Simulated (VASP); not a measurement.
# AlCu (P4mm) in VASP: a series of runs, part 2 of 2

VASP 6.6.1. Earlier steps stand in the parts before.

## (4) Single point, LDA (all Cu atoms moved +0.188 Å, as atom 2 along Cartesian [0 0 1])

INCAR

```
ALGO = Fast
EDIFF = 1E-7
ENCUT = 520
ISIF = 2
ISMEAR = 0
LASPH = T
LCHARG = F
LREAL = F
LWAVE = F
NBANDS = 14
NELM = 60
PREC = Accurate
SIGMA = 0.15
```

KPOINTS

```
k-points
0
Gamma
  16 16 16
```

POSCAR

```
AlCu
1.0
    2.9975090000      0.0000000000      0.0000000000
    0.0000000000      2.9975090000      0.0000000000
    0.0000000000      0.0000000000      2.9975090000
Al Cu
1 1
Direct
    0.0000000000      0.0000000000      0.0000000000
    0.5000000000      0.5000000000      0.5625519390
```

Potentials or basis: VASP PAW LDA potentials, release 64 (Al, Cu).

Run with:

```console
$ cat potpaw_LDA.64/Al/POTCAR potpaw_LDA.64/Cu/POTCAR > POTCAR
$ mpirun -np 1 vasp_std > vasp.out
```

OUTCAR:

```text
EDIFF = 1E-7
   ENCUT = 520
   ISIF = 2
   ISMEAR = 0
   LASPH = T
   LREAL = F
   NELM = 60
   PREC = Accurate

 ion  position               nearest neighbor table
   1  0.000  0.000  0.000-   2 2.49   2 2.49   2 2.49   2 2.49   2 2.71   2 2.71   2 2.71   2 2.71

   2  0.500  0.500  0.563-   1 2.49   1 2.49   1 2.49   1 2.49   1 2.71   1 2.71   1 2.71   1 2.71

  LATTYP: Found a simple cubic cell.
 ALAT       =     2.9975090000

  Lattice vectors:

 A1 = (   2.9975090000,   0.0000000000,   0.0000000000)
 A2 = (   0.0000000000,   2.9975090000,   0.0000000000)
 A3 = (   0.0000000000,   0.0000000000,   2.9975090000)

Analysis of symmetry for initial positions (statically):
=====================================================================
 Subroutine PRICEL returns:
 Original cell was already a primitive cell.

 Routine SETGRP: Setting up the symmetry group for a
 simple cubic supercell.

 Subroutine GETGRP returns: Found  8 space group operations
 (whereof  8 operations were pure point group operations)
 out of a pool of 48 trial point group operations.

The static configuration has the point symmetry C_4v.

Analysis of symmetry for dynamics (positions and initial velocities):
=====================================================================
 Subroutine PRICEL returns:
 Original cell was already a primitive cell.

 Routine SETGRP: Setting up the symmetry group for a
 simple cubic supercell.

 Subroutine GETGRP returns: Found  8 space group operations
 (whereof  8 operations were pure point group operations)
 out of a pool of 48 trial point group operations.

The dynamic configuration has the point symmetry C_4v.

 Subroutine INISYM returns: Found  8 space group operations
 (whereof  8 operations are pure point group operations),
 and found     1 'primitive' translations

----------------------------------------------------------------------------------------

                                     Primitive cell

  volume of cell :      26.9328

  direct lattice vectors                    reciprocal lattice vectors
     2.997509000  0.000000000  0.000000000     0.333610341  0.000000000  0.000000000
     0.000000000  2.997509000  0.000000000     0.000000000  0.333610341  0.000000000
     0.000000000  0.000000000  2.997509000     0.000000000  0.000000000  0.333610341

  length of vectors
     2.997509000  2.997509000  2.997509000     0.333610341  0.333610341  0.333610341

  position of ions in fractional coordinates (direct lattice)
     0.000000000  0.000000000  0.000000000
     0.500000000  0.500000000  0.562551939

  ion indices of the primitive-cell ions
   primitive index   ion index
                 1           1
                 2           2

----------------------------------------------------------------------------------------

 KPOINTS: k-points

Automatic generation of k-mesh.
 Grid dimensions read from file:
 generate k-points for:   16   16   16

 Generating k-lattice:

  Cartesian coordinates                     Fractional coordinates (reciprocal lattice)
     0.020850646  0.000000000  0.000000000     0.062500000  0.000000000  0.000000000
     0.000000000  0.020850646  0.000000000     0.000000000  0.062500000  0.000000000
     0.000000000  0.000000000  0.020850646     0.000000000  0.000000000  0.062500000

  Length of vectors
     0.020850646  0.020850646  0.020850646

  Shift w.r.t. Gamma in fractional coordinates (k-lattice)
     0.000000000  0.000000000  0.000000000

 Subroutine IBZKPT returns following result:
 ===========================================

 Found    405 irreducible k-points:

 Following reciprocal coordinates:
            Coordinates               Weight
  0.000000  0.000000  0.000000      1.000000
  0.062500  0.000000  0.000000      4.000000
  0.000000  0.000000  0.062500      2.000000
  0.125000  0.000000  0.000000      4.000000
  0.000000  0.000000  0.125000      2.000000
  0.187500  0.000000  0.000000      4.000000
[... 16 lines left out ...]
  0.187500  0.062500  0.000000      8.000000
  0.000000  0.187500  0.062500      8.000000
 [... further k-points ...]
   k-points           NKPTS =    405   k-points in BZ     NKDIM =    405   number of bands    NBANDS=     14
   number of dos      NEDOS =    301   number of ions     NIONS =      2
   total plane-waves  NPLWV =  13824
   dimension x,y,z NGX =    24 NGY =   24 NGZ =   24
   dimension x,y,z NGXF=    48 NGYF=   48 NGZF=   48
   ions per type =               1   1
   NGX,Y,Z   is equivalent  to a cutoff of  13.31, 13.31, 13.31 a.u.
   NGXF,Y,Z  is equivalent  to a cutoff of  26.62, 26.62, 26.62 a.u.
 SYSTEM =  unknown system
   PREC   = accura    normal or accurate (medium, high low for compatibility)
   ISTART =      0    job   : 0-new  1-cont  2-samecut
   ICHARG =      2    charge: 1-file 2-atom 10-const
   ISPIN  =      1    spin polarized calculation?
   LNONCOLLINEAR =      F non collinear calculations
   LSORBIT =      F    spin-orbit coupling
   LASPH  =      T    aspherical Exc in radial PAW
   ENCUT  =  520.0 eV  38.22 Ry    6.18 a.u.   5.57  5.57  5.57*2*pi/ulx,y,z
   NELM   =     60;   NELMIN=  2; NELMDL= -5     # of ELM steps
   EDIFF  = 0.1E-06   stopping-criterion for ELM
   LREAL  =      F    real-space projection
   EDIFFG = 0.1E-05   stopping-criterion for IOM
   NSW    =      0    number of steps for IOM
   IBRION =     -1    ionic relax: 0-MD 1-quasi-New 2-CG
   NFREE  =      0    steps in history (QN), initial steepest desc. (CG)
   ISIF   =      2    stress and relaxation
   ISYM   =      2    0-nonsym 1-usesym 2-fastsym
   POTIM  = 0.5000    time-step for ionic-motion
   TEBEG  =    0.0;   TEEND  =   0.0 temperature during run
   PSTRESS=    0.0 pullay stress
   NELECT =      14.0000    total number of electrons
   NUPDOWN=      -1.0000    fix difference up-down
   EMIN   =  10.00;   EMAX   =-10.00  energy-range for DOS
   EFERMI =   0.00;   METHOD = LEGACY
   ISMEAR =     0;   SIGMA  =   0.15  broadening in eV -4-tet -1-fermi 0-gaus
   EFERMI_NEDOS =   21; number of points for ismear=-14 and -15
   IALGO  =     68    algorithm
   IMIX   =      4    mixing-type and parameters
     AMIX     =   0.40;   BMIX     =  1.00
     AMIX_MAG =   1.60;   BMIX_MAG =  1.00
  volume/ion in A,a.u.               =      13.47        90.88
  Fermi-wavevector in a.u.,A,eV,Ry     =   1.316306  2.487459 23.574307  1.732663
  Thomas-Fermi vector in A             =   2.446428
   LORBIT       =      0    0 simple, 1 ext, 2 COOP (PROOUT), +10 PAW based schemes
   GGA     = CA    functional components
   LHFCALC =     F    Hartree Fock is set to
   AEXX    =    0.0000 exact exchange contribution
   IVDW    =     0    specifies the selected vdW correction
   LEPSILON=     F    determine dielectric tensor
   LRPA    =     F    only Hartree local field effects (RPA)
 non-spin polarized calculation
 RMM-DIIS sequential band-by-band and
 Gauss-broadening in eV      SIGMA  =   0.15
  energy-cutoff  :      520.00
  volume of cell :       26.93
 maximum number of plane-waves:       743
 NGX is ok and might be reduce to    24
   NGX = 11   NGY = 11   NGZ = 11

 number of electron      14.0000020 magnetization

 Free energy of the ion-electron system (eV)
  ---------------------------------------------------
  ext. energy  EPLUGINS =         0.00000000
  ---------------------------------------------------
  free energy    TOTEN  =        -9.12194167 eV

  energy without entropy =       -9.11507361  energy(sigma->0) =       -9.11850764

 E-fermi :   8.8112     XC(G=0): -11.7374

 val. band max:        8.8105255927   @ k =   0.0000   0.3125   0.3125
 cond. band min:       8.8332352899   @ k =   0.3125   0.3125   0.0625
 fundamental gap:      0.0227096971
 Fermi energy:         8.8111595554

 k-point     1 :       0.0000    0.0000    0.0000
  band No.  band energies     occupation
      1      -2.6006      2.00000
      2       3.8683      2.00000
      3       3.8894      2.00000
      4       4.8560      2.00000
      5       4.8804      2.00000
      6       4.8804      2.00000
      7      12.6389      0.00000
      8      12.6389      0.00000
      9      12.7068      0.00000
     10      15.2327      0.00000
     11      15.2623      0.00000
     12      18.5090      0.00000
     13      26.9428      0.00000
     14      27.1056      0.00000
[... 375 lines left out ...]
 k-point    24 :       0.0000    0.1875    0.0625
  band No.  band energies     occupation
      1      -1.9455      2.00000
      2       3.8782      2.00000
      3       3.9697      2.00000
      4       4.7123      2.00000
      5       4.7191      2.00000
      6       4.8802      2.00000
      7       9.0623      0.01791
      8      12.5618      0.00000
      9      13.4138      0.00000
     10      15.9596      0.00000
     11      17.7926      0.00000
     12      21.3823      0.00000
     13      22.6382      0.00000
     14      23.3323      0.00000

 [... further k-points ...]
[... 5 lines left out ...]
  --------------------------------------------------------------------------------------
  -------------------------------------------------------------------------------------
  Total       -1.0791687     -1.0791687     -1.2455246      0.0000000      0.0000000      0.0000000
  in kB      -64.1975451    -64.1975451    -74.0937200      0.0000000      0.0000000      0.0000000
  external PRESSURE =     -67.4962701 kB  Pullay stress =       0.0000000 kB

 VOLUME and BASIS-vectors are now :
 -----------------------------------------------------------------------------
  energy-cutoff  :      520.00
  volume of cell :       26.93
      direct lattice vectors                 reciprocal lattice vectors
     2.997509000  0.000000000  0.000000000     0.333610341  0.000000000  0.000000000
     0.000000000  2.997509000  0.000000000     0.000000000  0.333610341  0.000000000
     0.000000000  0.000000000  2.997509000     0.000000000  0.000000000  0.333610341

 POSITION                                       TOTAL-FORCE (eV/Angst)
 -----------------------------------------------------------------------------------
      0.00000      0.00000      0.00000         0.000000      0.000000      0.612972
      1.49875      1.49875      1.68625         0.000000     -0.000000     -0.612972
 -----------------------------------------------------------------------------------
    total drift:                                0.000000     -0.000000      0.000231

  FREE ENERGIE OF THE ION-ELECTRON SYSTEM (eV)
  ---------------------------------------------------
  free  energy   TOTEN  =        -9.1219416747 eV

  energy  without entropy=       -9.1150736077  energy(sigma->0) =       -9.11850764
```

OSZICAR:

```text
N       E                     dE             d eps       ncg     rms          rms(c)
DAV:   1     0.531983402614E+02    0.53198E+02   -0.60072E+03 11600   0.130E+03
DAV:   2    -0.865218362257E+01   -0.61851E+02   -0.55367E+02 11970   0.211E+02
DAV:   3    -0.109257675475E+02   -0.22736E+01   -0.22090E+01 14770   0.456E+01
DAV:   4    -0.109633874092E+02   -0.37620E-01   -0.37601E-01 13684   0.488E+00
DAV:   5    -0.109644659152E+02   -0.10785E-02   -0.10785E-02 16552   0.894E-01    0.119E+01
RMM:   6    -0.114773945684E+02   -0.51293E+00   -0.19412E+01 14087   0.770E+01    0.997E+00
RMM:   7    -0.913762775643E+01    0.23398E+01   -0.50392E+00 13387   0.405E+01    0.861E-01
RMM:   8    -0.912353065416E+01    0.14097E-01   -0.22997E-01 13114   0.906E+00    0.564E-01
RMM:   9    -0.912189418524E+01    0.16365E-02   -0.20729E-02 14921   0.129E+00    0.211E-01
RMM:  10    -0.912183552453E+01    0.58661E-04   -0.64152E-03 14981   0.126E+00    0.124E-01
RMM:  11    -0.912190111631E+01   -0.65592E-04   -0.26530E-03 15983   0.598E-01    0.790E-02
RMM:  12    -0.912189808778E+01    0.30285E-05   -0.84426E-04 15717   0.395E-01    0.193E-02
RMM:  13    -0.912194487527E+01   -0.46787E-04   -0.48026E-04 17728   0.185E-01    0.248E-02
RMM:  14    -0.912194922213E+01   -0.43469E-05   -0.40650E-05 16549   0.496E-02    0.302E-02
RMM:  15    -0.912194326642E+01    0.59557E-05   -0.70014E-06 15114   0.418E-02    0.198E-02
RMM:  16    -0.912194145203E+01    0.18144E-05   -0.47988E-06 14164   0.316E-02    0.807E-03
RMM:  17    -0.912194165040E+01   -0.19837E-06   -0.21445E-06 14710   0.127E-02    0.763E-03
RMM:  18    -0.912194167471E+01   -0.24308E-07   -0.36830E-07 10453   0.687E-03
   1 F= -.91219417E+01 E0= -.91185076E+01  d E =-.686807E-02
```

stdout:

```text
POSCAR found type information on POSCAR AlCu
 POSCAR found :  2 types and       2 ions
 scaLAPACK will be used
 LDA part: xc-table for (Slater(with rela. corr.)+CA(PZ))
 , standard interpolation
 POSCAR, INCAR and KPOINTS ok, starting setup
 FFT: planning ... GRIDC
 FFT: planning ... GRID_SOFT
 FFT: planning ... GRID
 WAVECAR not read
 entering main loop
WARNING in EDDRMM: call to ZHEGV failed, returncode =   8  4     14
WARNING in EDDRMM: call to ZHEGV failed, returncode =   8  4     13
WARNING in EDDRMM: call to ZHEGV failed, returncode =   8  4     13
WARNING in EDDRMM: call to ZHEGV failed, returncode =   8  4     12
WARNING in EDDRMM: call to ZHEGV failed, returncode =   8  4     12
WARNING in EDDRMM: call to ZHEGV failed, returncode =   6  3     13
WARNING in EDDRMM: call to ZHEGV failed, returncode =   6  3     13
WARNING in EDDRMM: call to ZHEGV failed, returncode =   6  3     13
WARNING in EDDRMM: call to ZHEGV failed, returncode =   8  4     12
WARNING in EDDRMM: call to ZHEGV failed, returncode =   6  3     12
WARNING in EDDRMM: call to ZHEGV failed, returncode =   8  4     12
WARNING in EDDRMM: call to ZHEGV failed, returncode =   8  4     13
WARNING in EDDRMM: call to ZHEGV failed, returncode =   8  4     13
WARNING in EDDRMM: call to ZHEGV failed, returncode =   8  4     12
WARNING in EDDRMM: call to ZHEGV failed, returncode =   8  4     13
```

It took 3.9 min on 1 thread of AMD EPYC 7R43 (Zen 3), shared host; peak memory 0.22 GiB.

Results:

```yaml
Free_energy: -9.1219 eV
Pressure: -6.7 GPa
Largest_force: 0.613 eV/Å
Band_gap_on_the_k_mesh: zero (bands 7 and 8 overlap by 4.70 eV)
```

Forces on the atoms (eV/Å):
```
Al   0.000  0.000  0.613
Cu   0.000  0.000 -0.613
```

Stress tensor (GPa, compression positive):
```
-6.42  0.00  0.00
 0.00 -6.42  0.00
 0.00  0.00 -7.41
```

Caveat: the cell differs from its parent crystal (all Cu atoms moved +0.188 Å, as atom 2 along Cartesian [0 0 1]); the cell stands under tension.

## (5) The runs side by side

```tsv
cell	further INCAR settings	gap on the mesh (eV)	pressure (GPa)	largest force (eV/Å)
as given, atomic positions A	ALGO = Fast; EDIFF = 1e-06; NBANDS = 14	none	-2.2	1.24
as given, atomic positions B	ALGO = Fast; EDIFF = 1e-07; NBANDS = 14	none	-3.8	1.03
as given, atomic positions C	ALGO = Fast; EDIFF = 1e-07; NBANDS = 14	none	-6.7	0.61
```

Alike in all rows: task single point; level LDA; potentials or basis VASP PAW LDA potentials, release 64 (Al, Cu); no spin polarisation; k mesh 16 × 16 × 16; cutoff (eV) 520; smearing gaussian 0.15 eV.

Caveats: forces of over 1 eV/Å act on the atoms, so gaps and moduli don't describe the material at rest (at least some runs); the cell stands under tension (at least some runs).

Absolute energies hang on the potentials; compare differences alone.
